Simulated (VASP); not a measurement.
# BN (F-43m) in VASP: further runs, part 2 of 2

VASP 6.6.1. The steps go on from the part before.

## Step 3: Single point, PBE (strain +2.0%)

Contents of INCAR:

```
PREC     = Accurate       # precision mode
ENCUT    = 520            # plane-wave cutoff, eV
EDIFF    = 1E-7           # SCF threshold, eV
ISMEAR   = -1             # smearing method
SIGMA    = 0.02           # smearing width, eV
LREAL    = False          # projectors in reciprocal space
LASPH    = True           # aspherical terms in the spheres
NELM     = 60             # most SCF steps
ALGO     = Normal         # electronic algorithm
ISIF     = 2              # what is computed and relaxed
LWAVE    = False          # write WAVECAR
LCHARG   = False          # write CHGCAR
GGA      = PE             # functional
NBANDS   = 11             # bands
```

Contents of KPOINTS:

```
Automatic mesh
0
Gamma
  12 12 12
```

Contents of POSCAR:

```
BN
1.0
    0.0000000000      1.8409219743      1.8409219743
    1.8409219743      0.0000000000      1.8409219743
    1.8409219743      1.8409219743      0.0000000000
B N
1 1
Direct
    0.0000000000      0.0000000000      0.0000000000
    0.2500000000      0.2500000000      0.2500000000
```

Potentials or basis: VASP PAW PBE potentials, release 64 (B, N).

Run with:

```sh
cat potpaw_PBE.64/B/POTCAR potpaw_PBE.64/N/POTCAR > POTCAR
mpirun -np 1 vasp_std > vasp.out
```

OUTCAR:

```text
PREC = Accurate
   ENCUT = 520
   EDIFF = 1E-7
   ISMEAR = -1
   LREAL = False
   LASPH = True
   NELM = 60
   ISIF = 2
   GGA = PE

 ion  position               nearest neighbor table
   1  0.000  0.000  0.000-   2 1.59   2 1.59   2 1.59   2 1.59
   2  0.250  0.250  0.250-   1 1.59   1 1.59   1 1.59   1 1.59

  LATTYP: Found a face centered cubic cell.
 ALAT       =     3.6818439486

  Lattice vectors:

 A1 = (   0.0000000000,   1.8409219743,   1.8409219743)
[... 520 lines left out ...]

------------------------ aborting loop because EDIFF is reached ----------------------------------------

  FORCE on cell =-STRESS in cart. coord.  units (eV):
  Direction    XX          YY          ZZ          XY          YZ          ZX
  --------------------------------------------------------------------------------------
  -------------------------------------------------------------------------------------
  Total       -1.2371504     -1.2371504     -1.2371504     -0.0000000      0.0000000      0.0000000
  in kB     -158.8535556   -158.8535556   -158.8535556     -0.0000000      0.0000000      0.0000000
  external PRESSURE =    -158.8535556 kB  Pullay stress =       0.0000000 kB

 VOLUME and BASIS-vectors are now :
 -----------------------------------------------------------------------------
  energy-cutoff  :      520.00
  volume of cell :       12.48
      direct lattice vectors                 reciprocal lattice vectors
     0.000000000  1.840921974  1.840921974    -0.271603037  0.271603037  0.271603037
     1.840921974  0.000000000  1.840921974     0.271603037 -0.271603037  0.271603037
     1.840921974  1.840921974  0.000000000     0.271603037  0.271603037 -0.271603037

 POSITION                                       TOTAL-FORCE (eV/Angst)
 -----------------------------------------------------------------------------------
      0.00000      0.00000      0.00000         0.000000      0.000000      0.000000
      0.92046      0.92046      0.92046        -0.000000     -0.000000     -0.000000
 -----------------------------------------------------------------------------------
    total drift:                               -0.000000     -0.000000      0.000000

  FREE ENERGIE OF THE ION-ELECTRON SYSTEM (eV)
  ---------------------------------------------------
  free  energy   TOTEN  =       -17.4229509103 eV

  energy  without entropy=      -17.4229509103  energy(sigma->0) =      -17.42295091
```

OSZICAR:

```text
N       E                     dE             d eps       ncg     rms          rms(c)
DAV:   1     0.104030748951E+02    0.10403E+02   -0.49357E+03  1627   0.719E+02
DAV:   2    -0.177676299617E+02   -0.28171E+02   -0.27511E+02  1879   0.164E+02
DAV:   3    -0.183069990974E+02   -0.53937E+00   -0.53852E+00  1872   0.194E+01
DAV:   4    -0.183076700072E+02   -0.67091E-03   -0.67089E-03  1689   0.772E-01
DAV:   5    -0.183076706872E+02   -0.67996E-06   -0.67994E-06  1821   0.242E-02    0.641E+00
DAV:   6    -0.174909273577E+02    0.81674E+00   -0.30346E+00  1662   0.977E+00    0.308E+00
DAV:   7    -0.174352974006E+02    0.55630E-01   -0.82893E-02  1755   0.244E+00    0.185E+00
DAV:   8    -0.174227237032E+02    0.12574E-01   -0.33141E-02  1757   0.131E+00    0.165E-01
DAV:   9    -0.174228501860E+02   -0.12648E-03   -0.10799E-03  1677   0.255E-01    0.783E-02
DAV:  10    -0.174229449817E+02   -0.94796E-04   -0.13072E-04  1705   0.976E-02    0.145E-02
DAV:  11    -0.174229508946E+02   -0.59129E-05   -0.10765E-05  1804   0.266E-02    0.106E-02
DAV:  12    -0.174229509221E+02   -0.27532E-07   -0.18112E-06  1746   0.906E-03    0.643E-04
DAV:  13    -0.174229509103E+02    0.11872E-07   -0.24224E-08   873   0.153E-03
   1 F= -.17422951E+02 E0= -.17422951E+02  d E =-.986770E-13
```

stdout:

```text
POSCAR found type information on POSCAR B N
 POSCAR found :  2 types and       2 ions
 scaLAPACK will be used
 LDA part: xc-table for (Slater+PW92), standard interpolation
 POSCAR, INCAR and KPOINTS ok, starting setup
 FFT: planning ... GRIDC
 FFT: planning ... GRID_SOFT
 FFT: planning ... GRID
 WAVECAR not read
 entering main loop
```

It took 13 s on 1 thread of AMD EPYC 7R13 (Zen 3), shared host; peak memory 0.09 GiB.

Results:

* Free energy: -17.4230 eV
* Pressure: -15.9 GPa
* Band gap on the k mesh: 4.40 eV, indirect (least direct gap 8.56 eV)

Levels at points of the mesh, in eV from the valence-band top:
| k point | band 1 | band 2 | band 3 | band 4 | band 5 | band 6 | band 7 | band 8 |
| --- | --- | --- | --- | --- | --- | --- | --- | --- |
| (0.00, 0.00, 0.00) | -19.62 | 0.00 | 0.00 | 0.00 | 8.56 | 8.56 | 8.56 | 9.47 |
| (0.50, 0.00, 0.00) | -15.66 | -10.20 | -1.84 | -1.84 | 9.44 | 10.40 | 10.40 | 14.69 |
| (0.50, 0.50, 0.00) | -14.37 | -8.57 | -4.64 | -4.64 | 4.40 | 8.92 | 17.09 | 17.09 |

Caveat: the cell differs from its parent crystal (strain +2.0%). A k mesh can miss the band edges.

## Step 4: Single point, PBE (strain +3.0%)

Contents of INCAR:

```
  PREC = Accurate
  ENCUT = 520
  EDIFF = 1E-6
  ISMEAR = -1
  SIGMA = 0.02
  LREAL = F
  LASPH = T
  NELM = 100
  ALGO = Normal
  ISIF = 2
  LWAVE = F
  LCHARG = F
  GGA = PE
  NBANDS = 11
```

Contents of KPOINTS:

```
regular mesh
0
Gamma
  12 12 12
```

Contents of POSCAR:

```
BN
1.0
    0.0000000000      1.8589702290      1.8589702290
    1.8589702290      0.0000000000      1.8589702290
    1.8589702290      1.8589702290      0.0000000000
B N
1 1
Direct
    0.0000000000      0.0000000000      0.0000000000
    0.2500000000      0.2500000000      0.2500000000
```

Run with:

```sh
cat potpaw_PBE.64/B/POTCAR potpaw_PBE.64/N/POTCAR > POTCAR
mpirun -np 1 vasp_std > vasp.out
```

Wall time 14 s (1 thread of AMD EPYC 7R13 (Zen 3), shared host); peak memory 0.09 GiB.

It converged, with:

| Quantity | Value |
| --- | --- |
| Free energy | -17.3765 eV |
| Pressure | -24.5 GPa |
| Band gap on the k mesh | 4.37 eV, indirect (least direct gap 8.42 eV) |

Levels at points of the mesh, in eV from the valence-band top:
| k point | band 2 | band 3 | band 4 | band 5 | band 6 | band 7 |
| --- | --- | --- | --- | --- | --- | --- |
| (0.00, 0.00, 0.00) | 0.00 | 0.00 | 0.00 | 8.42 | 8.42 | 8.42 |
| (0.50, 0.00, 0.00) | -9.94 | -1.79 | -1.79 | 9.07 | 10.24 | 10.24 |
| (0.50, 0.50, 0.00) | -8.39 | -4.50 | -4.50 | 4.36 | 8.75 | 16.66 |

Caveat: the cell differs from its parent crystal (strain +3.0%). A k mesh can miss the band edges.

## Step 5: Single point, PBE (strain +4.0%)

Contents of INCAR:

```
SYSTEM = BN
  PREC = Accurate
  ENCUT = 520
  EDIFF = 1E-6
  ISMEAR = -1
  SIGMA = 0.02
  LREAL = .False.
  LASPH = .True.
  NELM = 60
  ALGO = Normal
  ISIF = 2
  LWAVE = .False.
  LCHARG = .False.
  GGA = PE
  NBANDS = 11
```

Contents of KPOINTS:

```
Automatic mesh
0
Gamma
  12 12 12
  0 0 0
```

Contents of POSCAR:

```
BN
1.0
    0.0000000000      1.8770184836      1.8770184836
    1.8770184836      0.0000000000      1.8770184836
    1.8770184836      1.8770184836      0.0000000000
B N
1 1
Direct
    0.0000000000      0.0000000000      0.0000000000
    0.2500000000      0.2500000000      0.2500000000
```

Run with:

```sh
cat potpaw_PBE.64/B/POTCAR potpaw_PBE.64/N/POTCAR > POTCAR
mpirun -np 1 vasp_std > vasp.out
```

Run time: 14 s. Hardware: 1 thread of AMD EPYC 7R13 (Zen 3), shared host; peak memory 0.09 GiB.

The run converged. Its results:

```
Free energy            : -17.3100 eV
Pressure               : -32.2 GPa
Band gap on the k mesh : 4.33 eV, indirect (least direct gap 8.28 eV)
```

Levels at points of the mesh, in eV from the valence-band top:
```csv
k point,band 2,band 3,band 4,band 5,band 6,band 7
"(0.00, 0.00, 0.00)",0.00,0.00,0.00,8.28,8.28,8.28
"(0.50, 0.00, 0.00)",-9.70,-1.74,-1.74,8.72,10.08,10.08
"(0.50, 0.50, 0.00)",-8.22,-4.37,-4.37,4.33,8.58,16.24
```

Caveat: the cell differs from its parent crystal (strain +4.0%).

## Step 6: Single point, r2SCAN (strain -4.0%)

Contents of POSCAR:

```
BN
1.0
    0.0000000000      1.7326324464      1.7326324464
    1.7326324464      0.0000000000      1.7326324464
    1.7326324464      1.7326324464      0.0000000000
B N
1 1
Direct
    0.0000000000      0.0000000000      0.0000000000
    0.2500000000      0.2500000000      0.2500000000
```

Contents of INCAR.step1:

```
SYSTEM = BN
PREC = Accurate
ENCUT = 520
ISMEAR = 0
SIGMA = 0.01
LREAL = .FALSE.
LASPH = .TRUE.
NELM = 60
NBANDS = 11
GGA = PE
ALGO = Normal
EDIFF = 1E-4
LWAVE = .TRUE.
LCHARG = .FALSE.
```

Contents of INCAR.step2:

```
SYSTEM = BN
PREC = Accurate
ENCUT = 520
EDIFF = 1E-6
ISMEAR = 0
SIGMA = 0.01
LREAL = .FALSE.
LASPH = .TRUE.
NELM = 60
ALGO = Normal
ISIF = 2
LWAVE = .FALSE.
LCHARG = .TRUE.
METAGGA = R2SCAN
LMIXTAU = .TRUE.
LELF = .TRUE.
LVHAR = .TRUE.
NBANDS = 11
ISTART = 1
```

Contents of KPOINTS:

```
Automatic mesh
0
G
  12 12 12
  0 0 0
```

Potentials or basis: VASP PAW PBE potentials, release 64 (B, N).

Run with:

```sh
cat potpaw_PBE.64/B/POTCAR potpaw_PBE.64/N/POTCAR > POTCAR
cp INCAR.step1 INCAR
mpirun -np 1 vasp_std > vasp.out
cp INCAR.step2 INCAR
mpirun -np 1 vasp_std > vasp.out
```

It took 42 s on 1 thread of AMD EPYC 7R13 (Zen 3), shared host; peak memory 0.09 GiB.

Results (log left out):

* Free energy: -18.9261 eV
* Pressure: 61.5 GPa
* Band gap on the k mesh: 5.12 eV, indirect (least direct gap 10.15 eV)

Levels at points of the mesh, in eV from the valence-band top:
```tsv
k point	band 2	band 3	band 4	band 5	band 6	band 7
(0.00, 0.00, 0.00)	0.00	0.00	0.00	10.15	10.15	10.15
(0.50, 0.00, 0.00)	-12.34	-2.28	-2.28	12.18	12.18	12.57
(0.50, 0.50, 0.00)	-10.22	-5.78	-5.78	5.12	10.56	21.38
```

Caveat: the cell differs from its parent crystal (strain -4.0%); the PAW data sets were made with another functional, which shifts forces and pressure a little. A k mesh can miss the band edges.

## Step 7: Overview

| level | cell | smearing | gap on the mesh (eV) | pressure (GPa) |
| --- | --- | --- | --- | --- |
| PBE | a = 2.578 Å, angles 60.0°, 2 atoms | fermi-dirac 0.02 eV | 4.43 | -6.1 |
| PBE | a = 2.603 Å, angles 60.0°, 2 atoms | fermi-dirac 0.02 eV | 4.40 | -15.9 |
| PBE | a = 2.629 Å, angles 60.0°, 2 atoms | fermi-dirac 0.02 eV | 4.37 | -24.5 |
| PBE | a = 2.655 Å, angles 60.0°, 2 atoms | fermi-dirac 0.02 eV | 4.33 | -32.2 |
| r2SCAN | a = 2.450 Å, angles 60.0°, 2 atoms | gaussian 0.01 eV | 5.12 | 61.5 |

Alike in all rows: task single point; potentials or basis VASP PAW PBE potentials, release 64 (B, N); no spin polarisation; k mesh 12 × 12 × 12; cutoff (eV) 520.

Caveats: the PAW data sets were made with another functional, which shifts forces and pressure a little (some runs).

Total energies depend on the potentials used, so only differences within one code and one set of settings carry meaning.
